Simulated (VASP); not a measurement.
CuAs: single point with LDA

The system is CuAs.

```
CELL_PARAMETERS angstrom
3.51510 0.00000 0.00000
-1.75755 3.04417 0.00000
0.00000 0.00000 5.24670
ATOMIC_POSITIONS crystal
Cu 0.00000 0.00000 0.50000
Cu 0.00000 0.00000 0.00000
As 0.66667 0.33333 0.75000
As 0.33333 0.66667 0.25000
```

```yaml
Program: VASP 6.6.1
Task: single point
Functional: LDA
Potentials_or_basis: VASP PAW LDA potentials, release 64 (Cu, As)
Cutoff: 520 eV
k_mesh: 12 × 12 × 8
Occupations: gaussian, width 0.15 eV
Spin: no spin polarisation
```

```
Pressure               : 11.8 GPa
Band gap on the k mesh : zero (band 16 reaches 10.32 eV, above the bottom of band 17 at 7.23 eV)
```

Stress tensor (GPa, compression positive):
```
16.30  0.00  0.00
 0.00 16.30  0.00
 0.00  0.00  2.68
```

Levels at points of the mesh, in eV from the Fermi level:
```csv
k point,band 14,band 15,band 16,band 17,band 18,band 19
"(0.00, 0.00, 0.00)",0.50,0.50,2.15,2.15,2.26,3.90
"(0.50, 0.00, 0.00)",-3.43,-2.81,-2.13,-0.40,2.72,3.81
"(0.00, 0.00, 0.50)",-1.74,1.60,1.60,1.60,1.60,5.48
"(0.50, 0.00, 0.50)",-3.59,-0.48,-0.48,0.63,0.63,4.01
```

It took 52 s on 1 thread of Intel(R) Xeon(R) 6975P-C (Granite Rapids), with other jobs on the host, peak memory 0.23 GiB.
